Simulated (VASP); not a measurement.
The system is Al5Cl2.

```
Al Cl
1.0
     5.06485    0.00000    0.00000
     0.00000    5.06485    0.00000
     0.00000    0.00000    5.41246
Al Cl
5 2
Cartesian
  0.0000 2.5324 4.1807
  2.5324 0.0000 4.1807
  0.0000 2.5324 1.2318
  2.5324 0.0000 1.2318
  0.0000 0.0000 2.7062
  2.5324 2.5324 2.7062
  2.5324 2.5324 0.0000
```

The cell was generated, and may not be a known phase.

```yaml
Program: VASP 6.6.1
Task: relaxation of cell and atoms
Functional: PBE
Potentials_or_basis: VASP PAW PBE potentials, release 64 (Al, Cl)
Cutoff: 600 eV
k_mesh: 4 × 4 × 4
Occupations: gaussian, width 0.1 eV
Spin: no spin polarisation
```

At the start: pressure 5.4 GPa; volume 19.83 Å³/atom.

How do energy, volume and symmetry change on relaxing?

Over 7 steps the energy falls by 116.8 meV/atom and the volume is 21.29 Å³/atom (+7.4 %); space group P4/mmm (No. 123, to 0.1 Å) before and after.

Step by step:
```
step  energy change (eV)  largest force (eV/Å)  pressure (GPa)  volume (Å³)
   1              0.0000                1.7248            5.37       138.84
   2             -0.7518                0.4258           -1.03       152.24
   3             -0.7519                0.4205           -1.08       152.39
   4             -0.7968                0.2650           -0.33       149.64
   5             -0.8112                0.0899            0.50       147.08
   6             -0.8163                0.0313            0.21       148.23
   7             -0.8173                0.0078            0.01       149.06
```

Final structure:
```yaml
crystal:
  lattice:
    - [5.03297, 0.00000, 0.00000]
    - [0.00000, 5.03297, 0.00000]
    - [0.00000, 0.00000, 5.88458]
  atoms:
    - { symbol: Al, position: [0.00000, 0.50000, 0.74643] }
    - { symbol: Al, position: [0.50000, 0.00000, 0.74643] }
    - { symbol: Al, position: [0.00000, 0.50000, 0.25357] }
    - { symbol: Al, position: [0.50000, 0.00000, 0.25357] }
    - { symbol: Al, position: [0.00000, 0.00000, 0.50000] }
    - { symbol: Cl, position: [0.50000, 0.50000, 0.50000] }
    - { symbol: Cl, position: [0.50000, 0.50000, 0.00000] }
```
